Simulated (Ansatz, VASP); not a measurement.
One calculation of Mg, two programs

INCAR

```
SYSTEM = Mg
  PREC = Accurate
  ENCUT = 520
  EDIFF = 1E-7
  ISMEAR = -1
  SIGMA = 0.1
  LREAL = .FALSE.
  LASPH = .TRUE.
  NELM = 80
  ALGO = Normal
  ISIF = 2
  LWAVE = .FALSE.
  LCHARG = .FALSE.
  GGA = PS
  NBANDS = 9
```

Contents of KPOINTS:

```
regular mesh
0
G
  19 19 10
  0 0 0
```

The input POSCAR:

```
Mg
1.0
    3.1320506841      0.0000000000      0.0000000000
   -1.5660253420      2.7124354584      0.0000000000
    0.0000000000      0.0000000000      5.0846595659
Mg
2
Direct
    0.3333333333      0.6666666667      0.2500000000
    0.6666666667      0.3333333333      0.7500000000
```

Input for Ansatz:

```yaml
crystal:
  lattice:
    - [3.1320506841, 0.0, 0.0]
    - [-1.566025342, 2.7124354584, 0.0]
    - [0.0, 0.0, 5.0846595659]
  atoms:
    - { symbol: Mg, position: [0.3333333333, 0.6666666667, 0.25] }
    - { symbol: Mg, position: [0.6666666667, 0.3333333333, 0.75] }
hamiltonian:
  xc: pbesol
  pseudopotentials:
    kind: paw
    azcp:
      Mg: "pseudopotentials/Mg.paw.azcp"
basis:
  ecutwfc: 420
  fft_grid_basis: typed
kpoints:
  mp_grid: { grid: [19, 19, 10], shift: [0, 0, 0] }
magnetization:
  spin_polarized: false
scf:
  occupations: { method: fermi_dirac, width: 0.1 }
output:
  stress: true
```

Alike in both runs: task single point; functional PBEsol; k mesh 19 × 19 × 10; occupations fermi-dirac, width 0.1 eV; no spin polarisation.

|  | VASP | Ansatz |
| --- | --- | --- |
| version | VASP 6.6.1 | Ansatz 0.2.0 |
| potentials or method | VASP PAW PBE potentials, release 64 (Mg), cutoff 520 eV | plane waves (420 eV) with PAW, scalar-relativistic |
| valence electrons in the cell | 4 | 20 |

```tsv
	VASP	Ansatz	Ansatz less VASP
pressure (GPa)	1.7	1.7	+0.03
```

VASP's potentials were made for PBE, not for PBEsol, and Ansatz warns of the same on its side. VASP's potentials hold 4 valence electrons a cell and Ansatz's 20, so a difference there can come from the potentials and not from the codes.
